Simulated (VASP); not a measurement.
A run of VASP 6.6.1:

INCAR

```
ALGO     = Normal         # electronic algorithm
EDIFF    = 1E-7           # SCF threshold, eV
ENCUT    = 520            # plane-wave cutoff, eV
GGA      = PE             # functional
ISIF     = 2              # what is computed and relaxed
ISMEAR   = 0              # smearing method
LASPH    = True           # aspherical terms in the spheres
LCHARG   = False          # write CHGCAR
LREAL    = False          # projectors in reciprocal space
LWAVE    = False          # write WAVECAR
NBANDS   = 11             # bands
NELM     = 100            # most SCF steps
PREC     = Accurate       # precision mode
SIGMA    = 0.01           # smearing width, eV
```

Contents of KPOINTS:

```
k-points
0
Gamma
  6 6 6
```

The input POSCAR:

```
Si
1.0
    0.0000000000      2.7887905915      2.7887905915
    2.7887905915      0.0000000000      2.7887905915
    2.7887905915      2.7887905915      0.0000000000
Si
2
Direct
    0.0000000000      0.0000000000      0.0000000000
    0.2500000000      0.2500000000      0.2500000000
```

Potentials or basis: VASP PAW PBE potentials, release 64 (Si).

Command:

```sh
$ cat potpaw_PBE.64/Si/POTCAR > POTCAR
$ mpirun -np 1 vasp_std > vasp.out
```

Hardware: 1 thread of Intel(R) Xeon(R) Platinum 8488C (Sapphire Rapids) (shared host).

Estimate the wall time of this run.

Wall time 5.8 s on 1 thread of Intel(R) Xeon(R) Platinum 8488C (Sapphire Rapids), on a shared host, peak memory 0.15 GiB. Counts: scf iterations 13, k points 16.
